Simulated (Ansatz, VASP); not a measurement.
**One calculation of Mn3SnH, two programs**

```
CELL_PARAMETERS angstrom
3.80207 0.00000 0.00000
0.00000 3.80207 0.00000
0.00000 0.00000 3.80207
ATOMIC_POSITIONS crystal
Mn 0.50000 0.00000 0.00000
Mn 0.00000 0.50000 0.00000
Mn 0.00000 0.00000 0.50000
Sn 0.50000 0.50000 0.50000
H 0.00000 0.00000 0.00000
```

Alike in both runs: functional PBEsol; k mesh 5 × 5 × 5; occupations fermi-dirac, width 0.1 eV; collinear spin.

Ansatz relaxed the structure, and its values are those at the end. VASP's run is a single point on that final structure, the one shown.

|  | VASP | Ansatz |
| --- | --- | --- |
| version | VASP 6.6.1 | Ansatz 0.2.0 |
| potentials or method | VASP PAW PBE potentials, release 64 (Mn_pv, Sn_d, H) | plane waves, PAW |
| plane-wave cutoff (eV) | 520 | 420 |
| valence electrons in the cell | 54 | 60 |

|  | VASP | Ansatz | Ansatz less VASP |
| --- | --- | --- | --- |
| pressure (GPa) | 0.2 | 0.0 | -0.18 |
| net moment per atom (μB) | 1.24 | 1.24 | -0.004 |
| size of the moment on the site where the two differ most (μB) | 2.06 | 1.76 | -0.294 |

VASP's potentials were made for PBE, not for PBEsol. Site moments also hang on the region over which each program counts them. VASP's potentials hold 54 valence electrons a cell and Ansatz's 60, so a difference there can come from the potentials and not from the codes.
